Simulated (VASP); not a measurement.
A run of VASP 6.6.1 is set up as follows.

INCAR

```
SYSTEM = Te
PREC = Accurate ; ENCUT = 520
EDIFF = 1E-6 ; ISMEAR = -1
SIGMA = 0.1 ; LREAL = .False.
LASPH = .True. ; NELM = 80
ALGO = Normal ; ISIF = 2
LWAVE = .False. ; LCHARG = .True.
GGA = PS ; LELF = .True.
LVHAR = .True. ; NBANDS = 13
```

KPOINTS

```
Automatic mesh
0
Gamma
  11 11 8
  0 0 0
```

File POSCAR:

```
Te
1.0
    3.8628636968      0.0000000000      0.0000000000
   -1.9314318484      3.3453380928      0.0000000000
    0.0000000000      0.0000000000      4.3635215591
Te
2
Direct
    0.3333333333      0.6666666667      0.2500000000
    0.6666666667      0.3333333333      0.7500000000
```

Potentials or basis: VASP PAW PBE potentials, release 64 (Te).

Run with:

```bash
$ cat potpaw_PBE.64/Te/POTCAR > POTCAR
$ mpirun -np 1 vasp_std > vasp.out
```

Task: Estimate the band gap on the k mesh.

Result: Zero (band 6 reaches 9.22 eV, above the bottom of band 7 at 6.70 eV).

Task: Predict the pressure.

Result: 2.6 GPa.

Stress tensor (GPa, compression positive):
```
2.30 0.00 0.00
0.00 2.30 0.00
0.00 0.00 3.24
```

Caveat: the PAW data sets were made with another functional, which shifts forces and pressure a little; spin-orbit coupling is left out, which moves the levels of the heavy elements.
